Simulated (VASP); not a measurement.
# Rb3Ag in VASP: a series of runs, part 3 of 3

VASP 6.6.1. The steps go on from the part before.

### 4 Single point, r2SCAN

POSCAR reads:

```
Rb3Ag
1.0
    6.1361480000     -0.0153403700     -0.0153403700
   -0.0153403700      6.1361480000     -0.0153403700
   -0.0153403700     -0.0153403700      6.1361480000
Rb Ag
3 1
Direct
    0.0000000000      0.5000000000      0.5000000000
    0.5000000000      0.0000000000      0.5000000000
    0.5000000000      0.5000000000      0.0000000000
    0.0000000000      0.0000000000      0.0000000000
```

INCAR.step1 reads:

```
PREC     = Accurate       # precision mode
ENCUT    = 520            # plane-wave cutoff, eV
ISMEAR   = 1              # smearing method
SIGMA    = 0.05           # smearing width, eV
LREAL    = False          # projectors in reciprocal space
LASPH    = True           # aspherical terms in the spheres
NELM     = 100            # most SCF steps
NBANDS   = 27             # bands
GGA      = PE             # functional
ALGO     = Normal         # electronic algorithm
EDIFF    = 1E-4           # SCF threshold, eV
LWAVE    = True           # write WAVECAR
LCHARG   = False          # write CHGCAR
```

INCAR.step2 reads:

```
PREC     = Accurate       # precision mode
ENCUT    = 520            # plane-wave cutoff, eV
EDIFF    = 1E-6           # SCF threshold, eV
ISMEAR   = 1              # smearing method
SIGMA    = 0.05           # smearing width, eV
LREAL    = False          # projectors in reciprocal space
LASPH    = True           # aspherical terms in the spheres
NELM     = 100            # most SCF steps
ALGO     = Normal         # electronic algorithm
ISIF     = 2              # what is computed and relaxed
LWAVE    = False          # write WAVECAR
LCHARG   = False          # write CHGCAR
METAGGA  = R2SCAN         # meta-GGA
LMIXTAU  = True         
NBANDS   = 27             # bands
ISTART   = 1
```

KPOINTS reads:

```
regular mesh
0
Gamma
  6 6 6
```

Potentials or basis: VASP PAW PBE potentials, release 64 (Rb_sv, Ag).

On the command line:

```bash
> cat potpaw_PBE.64/Rb_sv/POTCAR potpaw_PBE.64/Ag/POTCAR > POTCAR
> cp INCAR.step1 INCAR
> mpirun -np 1 vasp_std > vasp.out
> cp INCAR.step2 INCAR
> mpirun -np 1 vasp_std > vasp.out
```

OUTCAR:

```text
PREC = Accurate
   ENCUT = 520
   EDIFF = 1E-6
   ISMEAR = 1
   LREAL = False
   LASPH = True
   NELM = 100
   ISIF = 2
   METAGGA = R2SCAN
   ISTART = 1

 ion  position               nearest neighbor table
   1  0.000  0.500  0.500-   3 4.33   4 4.33   4 4.33   3 4.33   2 4.33   2 4.33   4 4.35   3 4.35
                             2 4.35   3 4.35   4 4.35   2 4.35
   2  0.500  0.000  0.500-   3 4.33   4 4.33   3 4.33   4 4.33   1 4.33   1 4.33   3 4.35   3 4.35
                             1 4.35   4 4.35   4 4.35   1 4.35
   3  0.500  0.500  0.000-   1 4.33   2 4.33   2 4.33   1 4.33   4 4.33   4 4.33   4 4.35   1 4.35
                             1 4.35   4 4.35   2 4.35   2 4.35
   4  0.000  0.000  0.000-   1 4.33   2 4.33   1 4.33   2 4.33   3 4.33   3 4.33   3 4.35   1 4.35
                             2 4.35   3 4.35   2 4.35   1 4.35

  LATTYP: Found a trigonal (rhomboedric) cell.
 ALAT       =     6.1361863508
 COS(alpha) =    -0.0049936876

  Lattice vectors:

 A1 = (   6.1361480000,  -0.0153403700,  -0.0153403700)
 A2 = (  -0.0153403700,   6.1361480000,  -0.0153403700)
 A3 = (  -0.0153403700,  -0.0153403700,   6.1361480000)

Analysis of symmetry for initial positions (statically):
=====================================================================
 Subroutine PRICEL returns:
 Original cell was already a primitive cell.

 Routine SETGRP: Setting up the symmetry group for a
 trigonal (rhombohedral) supercell.

 Subroutine GETGRP returns: Found 12 space group operations
 (whereof 12 operations were pure point group operations)
 out of a pool of 12 trial point group operations.

The static configuration has the point symmetry D_3d.

Analysis of symmetry for dynamics (positions and initial velocities):
=====================================================================
 Subroutine PRICEL returns:
 Original cell was already a primitive cell.

 Routine SETGRP: Setting up the symmetry group for a
 trigonal (rhombohedral) supercell.

 Subroutine GETGRP returns: Found 12 space group operations
 (whereof 12 operations were pure point group operations)
 out of a pool of 12 trial point group operations.

The dynamic configuration has the point symmetry D_3d.

 Subroutine INISYM returns: Found 12 space group operations
 (whereof 12 operations are pure point group operations),
 and found     1 'primitive' translations

----------------------------------------------------------------------------------------

                                     Primitive cell

  volume of cell :     231.0358

  direct lattice vectors                    reciprocal lattice vectors
     6.136148000 -0.015340370 -0.015340370     0.162970732  0.000408448  0.000408448
    -0.015340370  6.136148000 -0.015340370     0.000408448  0.162970732  0.000408448
    -0.015340370 -0.015340370  6.136148000     0.000408448  0.000408448  0.162970732

  length of vectors
     6.136186351  6.136186351  6.136186351     0.162971756  0.162971756  0.162971756

  position of ions in fractional coordinates (direct lattice)
     0.000000000  0.500000000  0.500000000
     0.500000000  0.000000000  0.500000000
     0.500000000  0.500000000  0.000000000
     0.000000000  0.000000000  0.000000000

  ion indices of the primitive-cell ions
   primitive index   ion index
                 1           1
[... 31 lines left out ...]
            Coordinates               Weight
  0.000000  0.000000  0.000000      1.000000
  0.166667  0.000000  0.000000      6.000000
  0.333333  0.000000  0.000000      6.000000
  0.500000 -0.000000  0.000000      3.000000
  0.166667  0.166667  0.000000      6.000000
  0.333333  0.166667  0.000000     12.000000
[... 16 lines left out ...]
  0.500000  0.500000  0.166667      6.000000
 -0.333333  0.500000  0.166667     12.000000
 [... further k-points ...]
   k-points           NKPTS =     32   k-points in BZ     NKDIM =     32   number of bands    NBANDS=     27
   number of dos      NEDOS =    301   number of ions     NIONS =      4
   total plane-waves  NPLWV = 110592
   dimension x,y,z NGX =    48 NGY =   48 NGZ =   48
   dimension x,y,z NGXF=    96 NGYF=   96 NGZF=   96
   ions per type =               3   1
   NGX,Y,Z   is equivalent  to a cutoff of  13.00, 13.00, 13.00 a.u.
   NGXF,Y,Z  is equivalent  to a cutoff of  26.01, 26.01, 26.01 a.u.
 SYSTEM =  unknown system
   PREC   = accura    normal or accurate (medium, high low for compatibility)
   ISTART =      1    job   : 0-new  1-cont  2-samecut
   ICHARG =      0    charge: 1-file 2-atom 10-const
   ISPIN  =      1    spin polarized calculation?
   LNONCOLLINEAR =      F non collinear calculations
   LSORBIT =      F    spin-orbit coupling
   LASPH  =      T    aspherical Exc in radial PAW
   ENCUT  =  520.0 eV  38.22 Ry    6.18 a.u.  11.41 11.41 11.41*2*pi/ulx,y,z
   NELM   =    100;   NELMIN=  2; NELMDL=  0     # of ELM steps
   EDIFF  = 0.1E-05   stopping-criterion for ELM
   LREAL  =      F    real-space projection
   EDIFFG = 0.1E-04   stopping-criterion for IOM
   NSW    =      0    number of steps for IOM
   IBRION =     -1    ionic relax: 0-MD 1-quasi-New 2-CG
   NFREE  =      0    steps in history (QN), initial steepest desc. (CG)
   ISIF   =      2    stress and relaxation
   ISYM   =      2    0-nonsym 1-usesym 2-fastsym
   POTIM  = 0.5000    time-step for ionic-motion
   TEBEG  =    0.0;   TEEND  =   0.0 temperature during run
   PSTRESS=    0.0 pullay stress
   NELECT =      38.0000    total number of electrons
   NUPDOWN=      -1.0000    fix difference up-down
   EMIN   =  10.00;   EMAX   =-10.00  energy-range for DOS
   EFERMI =   0.00;   METHOD = LEGACY
   ISMEAR =     1;   SIGMA  =   0.05  broadening in eV -4-tet -1-fermi 0-gaus
   EFERMI_NEDOS =   21; number of points for ismear=-14 and -15
   IALGO  =     38    algorithm
   IMIX   =      4    mixing-type and parameters
     AMIX     =   0.40;   BMIX     =  1.00
     AMIX_MAG =   1.60;   BMIX_MAG =  1.00
  volume/ion in A,a.u.               =      57.76       389.78
  Fermi-wavevector in a.u.,A,eV,Ry     =   0.896967  1.695021 10.946554  0.804549
  Thomas-Fermi vector in A             =   2.019491
   LORBIT       =      0    0 simple, 1 ext, 2 COOP (PROOUT), +10 PAW based schemes
   METAGGA = R2SCAN    functional components
   LHFCALC =     F    Hartree Fock is set to
   AEXX    =    0.0000 exact exchange contribution
   IVDW    =     0    specifies the selected vdW correction
   LEPSILON=     F    determine dielectric tensor
   LRPA    =     F    only Hartree local field effects (RPA)
 non-spin polarized calculation
 Methfessel and Paxton  Order N= 1 SIGMA  =   0.05
  energy-cutoff  :      520.00
  volume of cell :      231.04
 maximum number of plane-waves:      6246
 NGX is ok and might be reduce to    48
   NGX = 23   NGY = 23   NGZ = 23

 number of electron      37.9999994 magnetization

 Free energy of the ion-electron system (eV)
  ---------------------------------------------------
  ext. energy  EPLUGINS =         0.00000000
  ---------------------------------------------------
  free energy    TOTEN  =       -62.39404569 eV

  energy without entropy =      -62.39389245  energy(sigma->0) =      -62.39399461

 E-fermi :   1.1448     XC(G=0):  -6.8334

 val. band max:        1.1307662104   @ k =   0.5000   0.5000   0.1667
 cond. band min:       1.2369733966   @ k =   0.3333   0.3333   0.0000
 fundamental gap:      0.1062071862
 Fermi energy:         1.1447900961

 k-point     1 :       0.0000    0.0000    0.0000
  band No.  band energies     occupation
      1     -28.9444      2.00000
      2     -28.9142      2.00000
      3     -28.9142      2.00000
      4     -12.6189      2.00000
      5     -12.6189      2.00000
      6     -12.6099      2.00000
[... 709 lines left out ...]
     26       4.6758      0.00000
     27       4.7397      0.00000

 [... further k-points ...]

------------------------ aborting loop because EDIFF is reached ----------------------------------------

  FORCE on cell =-STRESS in cart. coord.  units (eV):
  Direction    XX          YY          ZZ          XY          YZ          ZX
  --------------------------------------------------------------------------------------
  -------------------------------------------------------------------------------------
  Total       -0.2406123     -0.2406123     -0.2406123      0.0189638      0.0189638      0.0189638
  in kB       -1.6685881     -1.6685881     -1.6685881      0.1315095      0.1315095      0.1315095
  external PRESSURE =      -1.6685881 kB  Pullay stress =       0.0000000 kB

 VOLUME and BASIS-vectors are now :
 -----------------------------------------------------------------------------
  energy-cutoff  :      520.00
  volume of cell :      231.04
      direct lattice vectors                 reciprocal lattice vectors
     6.136148000 -0.015340370 -0.015340370     0.162970732  0.000408448  0.000408448
    -0.015340370  6.136148000 -0.015340370     0.000408448  0.162970732  0.000408448
    -0.015340370 -0.015340370  6.136148000     0.000408448  0.000408448  0.162970732

 POSITION                                       TOTAL-FORCE (eV/Angst)
 -----------------------------------------------------------------------------------
     -0.01534      3.06040      3.06040        -0.000000      0.000000      0.000000
      3.06040     -0.01534      3.06040        -0.000000      0.000000      0.000000
      3.06040      3.06040     -0.01534         0.000000     -0.000000      0.000000
      0.00000      0.00000      0.00000        -0.000000      0.000000      0.000000
 -----------------------------------------------------------------------------------
    total drift:                                0.000000     -0.000000     -0.000000

  FREE ENERGIE OF THE ION-ELECTRON SYSTEM (eV)
  ---------------------------------------------------
  free  energy   TOTEN  =       -62.3940456941 eV

  energy  without entropy=      -62.3938924522  energy(sigma->0) =      -62.39399461
```

It took 14 min on 1 thread of Intel Xeon 8259CL, shared host; peak memory 0.48 GiB.

What came out:

* Free energy: -62.3940 eV
* Pressure: -0.2 GPa
* Band gap on the k mesh: zero (bands 19 and 20 overlap by 1.01 eV)

Levels at points of the mesh, in eV from the Fermi level:
```csv
k point,band 15,band 16,band 17,band 18,band 19,band 20,band 21,band 22,band 23,band 24
"(0.00, 0.00, 0.00)",-4.16,-4.16,-4.16,-3.07,-0.40,1.72,1.72,1.84,1.84,1.84
"(0.50, 0.00, 0.00)",-4.15,-4.15,-4.15,-2.33,-1.17,0.90,1.49,1.51,2.59,2.61
"(0.50, 0.50, 0.00)",-4.15,-4.15,-4.13,-1.96,-0.17,-0.15,0.20,1.49,2.56,2.74
"(0.50, 0.50, 0.50)",-4.17,-4.13,-4.13,-1.94,0.87,0.87,0.89,0.94,0.94,0.97
```

Caveat: the PAW data sets were made with another functional, which shifts forces and pressure a little.

### 5 Summary

```tsv
cell	gap on the mesh (eV)	pressure (GPa)
a = 6.136 Å, 4 atoms	none	-0.2
a = 6.136 Å, angles 90.6°, 4 atoms	none	-0.2
a = 6.136 Å, angles 90.3°, 4 atoms	none	-0.2
```

Alike in all rows: task single point; level r2SCAN; potentials or basis VASP PAW PBE potentials, release 64 (Rb_sv, Ag); no spin polarisation; k mesh 6 × 6 × 6; cutoff (eV) 520; smearing methfessel-paxton 0.05 eV.

Caveats: the PAW data sets were made with another functional, which shifts forces and pressure a little.

Total energies depend on the potentials used, so only differences within one code and one set of settings carry meaning.
